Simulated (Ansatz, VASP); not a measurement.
# TaBi in VASP and in Ansatz

```
Ta Bi
1.0
     0.00000    2.85224    2.85224
     2.85224    0.00000    2.85224
     2.85224    2.85224    0.00000
Ta Bi
1 1
Direct
  0.50000 0.50000 0.50000
  0.00000 0.00000 0.00000
```

Alike in both runs: task single point; functional PBEsol; k mesh 10 × 10 × 10; occupations gaussian, width 0.05 eV; no spin polarisation.

```csv
,VASP,Ansatz
version,VASP 6.6.1,Ansatz 0.2.0
potentials or method,"VASP PAW PBE potentials, release 64 (Ta_pv, Bi_d), cutoff 520 eV","scalar-relativistic, plane waves, PAW"
valence electrons in the cell,26,28
```

VASP gave:

```
gap on the k mesh at the Fermi level (eV) : none
pressure (GPa)                            : 2.4
```

Question: Which values does Ansatz return?

Answer: gap on the k mesh at the Fermi level (eV): none; pressure (GPa): 2.3.

VASP's potentials were made for PBE, not for PBEsol. A gap of «none» marks a metal or a gap that the smearing closes. With one functional, cell and mesh, what is left measures potentials, basis and numerics. VASP's potentials hold 26 valence electrons a cell and Ansatz's 28, so a difference there can come from the potentials and not from the codes.

Spin-orbit coupling is off throughout.
